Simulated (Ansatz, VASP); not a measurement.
## MgB in VASP and in Ansatz

Contents of INCAR:

```
SYSTEM = MgB
  ALGO = Normal
  EDIFF = 1E-6
  ENCUT = 600
  GGA = PE
  GGA_COMPAT = .FALSE.
  ISIF = 2
  ISMEAR = 0
  LASPH = .TRUE.
  LCHARG = .FALSE.
  LREAL = .FALSE.
  LWAVE = .FALSE.
  NBANDS = 13
  NELM = 120
  PREC = Accurate
  SIGMA = 0.1
```

File KPOINTS:

```
k-points
0
G
  6 6 2
  0 0 0
```

POSCAR

```
MgB
1.0
    2.9404939200      0.0000000000      0.0000000000
   -1.4702469600      2.5465424300      0.0000000000
    0.0000000000      0.0000000000      8.1291988400
Mg B
2 2
Direct
    0.3333333300      0.6666666700      0.6685959000
    0.6666666700      0.3333333300      0.3314041000
    0.6666666700      0.3333333300      0.9005270000
    0.3333333300      0.6666666700      0.0994730000
```

Input for Ansatz:

```yaml
crystal:
  lattice:
    - [2.94049392, 0.0, 0.0]
    - [-1.47024696, 2.54654243, 0.0]
    - [0.0, 0.0, 8.12919884]
  atoms:
    - { symbol: Mg, position: [0.33333333, 0.66666667, 0.6685959] }
    - { symbol: Mg, position: [0.66666667, 0.33333333, 0.3314041] }
    - { symbol: B, position: [0.66666667, 0.33333333, 0.900527] }
    - { symbol: B, position: [0.33333333, 0.66666667, 0.099473] }
basis:
  ecutwfc: 420
kpoints:
  mp_grid: { grid: [6, 6, 2] }
hamiltonian:
  xc: pbe
scf:
  occupations: { method: gaussian, width: 0.1 }
  lower_state_search: "off"
output:
  forces: true
  stress: true
  eigenvalues: true
```

Alike in both runs: task single point; functional PBE; k mesh 6 × 6 × 2; occupations gaussian, width 0.1 eV; no spin polarisation.

|  | VASP | Ansatz |
| --- | --- | --- |
| version | VASP 6.6.1 | Ansatz 0.2.0 |
| potentials or method | VASP PAW PBE potentials, release 64 (Mg, B), cutoff 600 eV | scalar-relativistic, plane waves, PAW |
| valence electrons in the cell | 10 | 26 |

Ansatz gave:

| Item | Value |
| --- | --- |
| gap on the k mesh at the Fermi level (eV) | none |
| pressure (GPa) | -8.5 |
| traceless stress, the component that is largest in VASP (GPa) | -13.96 |
| rms of the force components (eV/Å) | 1.062 |

Question: Which values does VASP return?

Answer: gap on the k mesh at the Fermi level (eV): none; pressure (GPa): -8.7; traceless stress, the component that is largest in VASP (GPa): -13.99; rms of the force components (eV/Å): 1.060.

Atom by atom the forces differ by 0.002 eV/Å (rms over components). A gap of «none» marks a metal or a gap that the smearing closes. VASP's potentials hold 10 valence electrons a cell and Ansatz's 26, so a difference there can come from the potentials and not from the codes.

The k mesh is coarse, so the values compare programs but aren't converged.
